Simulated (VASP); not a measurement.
Crystal: Al2GaSb3.

```
Al Ga Sb
1.0
     4.14876    0.00000    0.00000
    -2.07438    3.59294    0.00000
     0.00000    0.00000    9.91379
Al Ga Sb
2 1 3
Direct
  0.33333 0.66667 0.73602
  0.33333 0.66667 0.41978
  0.00000 0.00000 0.26751
  0.66667 0.33333 0.57564
  0.66667 0.33333 0.10201
  0.00000 0.00000 0.89904
```

The cell was built from a structure type or drawn by symmetry, and may not be a known phase.

| Quantity | Value |
| --- | --- |
| Program | VASP 6.6.1 |
| Task | relaxation of cell and atoms |
| Functional | PBE |
| Potentials or basis | VASP PAW PBE potentials, release 64 (Al, Ga_d, Sb) |
| Cutoff | 600 eV |
| k mesh | 12 × 12 × 4 |
| Occupations | gaussian, width 0.1 eV |
| Spin | no spin polarisation |

At the start: pressure 0.2 GPa; volume 24.63 Å³/atom.

Problem. Where does the relaxation end?

Solution. Over 18 steps the energy falls by 2.4 meV/atom and the volume is 24.61 Å³/atom (-0.1 %); space group P3m1 (No. 156, to 0.1 Å) before and after.

The path:
```csv
step,energy change (eV),largest force (eV/Å),pressure (GPa),volume (Å³)
1,0.0000,0.1630,0.18,147.78
2,-0.0028,0.1370,-0.06,148.36
3,-0.0045,0.0919,-0.49,149.43
4,-0.0060,0.0822,-0.43,149.27
5,-0.0094,0.0526,-0.30,148.82
6,-0.0113,0.1031,0.02,147.90
7,-0.0115,0.0870,-0.04,148.08
8,-0.0121,0.0804,0.00,147.96
9,-0.0132,0.0599,0.12,147.60
10,-0.0134,0.0501,0.18,147.44
11,-0.0138,0.0410,0.03,147.79
12,-0.0139,0.0408,-0.06,148.00
13,-0.0139,0.0409,-0.04,147.97
14,-0.0140,0.0337,-0.03,147.93
15,-0.0143,0.0166,-0.02,147.84
16,-0.0143,0.0176,0.00,147.65
17,-0.0144,0.0045,-0.01,147.74
18,-0.0144,0.0024,0.03,147.64
```

Final structure:
```
Al Ga Sb
1.0
     4.19132    0.00000    0.00000
    -2.09566    3.62979    0.00000
     0.00000    0.00000    9.70451
Al Ga Sb
2 1 3
Direct
  0.33333 0.66667 0.73580
  0.33333 0.66667 0.41253
  0.00000 0.00000 0.27544
  0.66667 0.33333 0.57360
  0.66667 0.33333 0.10311
  0.00000 0.00000 0.89951
```
